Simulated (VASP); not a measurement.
A run of VASP 6.6.1:

The input INCAR:

```
SYSTEM = SiB6
ALGO = Normal
EDIFF = 1E-6
ENCUT = 520
GGA = PE
ISIF = 2
ISMEAR = 0
LASPH = .True.
LCHARG = .False.
LREAL = .False.
LWAVE = .False.
NBANDS = 20
NELM = 80
PREC = Accurate
SIGMA = 0.1
```

KPOINTS

```
k-points
0
Gamma
  12 12 6
  0 0 0
```

The input POSCAR:

```
SiB6
1.0
    3.2313027634      0.0000000000      0.0000000000
   -1.6156513817      2.7983902804      0.0000000000
    0.0000000000      0.0000000000      7.6162541917
Si B
1 6
Direct
    0.0000000000      0.0000000000      0.1443391822
    0.5000000000      0.0000000000      0.3291261374
    0.0000000000      0.5000000000      0.3291261374
    0.5000000000      0.5000000000      0.3291261374
    0.3333333333      0.6666666667      0.7868152548
    0.6666666667      0.3333333333      0.7868152548
    0.0000000000      0.0000000000      0.8795161660
```

Potentials or basis: VASP PAW PBE potentials, release 64 (Si, B).

Launch:

```sh
$ cat potpaw_PBE.64/Si/POTCAR potpaw_PBE.64/B/POTCAR > POTCAR
$ mpirun -np 1 vasp_std > vasp.out
```

Hardware: 1 thread of Intel(R) Xeon(R) 6975P-C (Granite Rapids), on a shared host.

Question: Estimate the wall time of this run.

Answer: Wall time 31 s on 1 thread of Intel(R) Xeon(R) 6975P-C (Granite Rapids) (shared host), peak memory 0.22 GiB. Counts: scf iterations 14, k points 76.
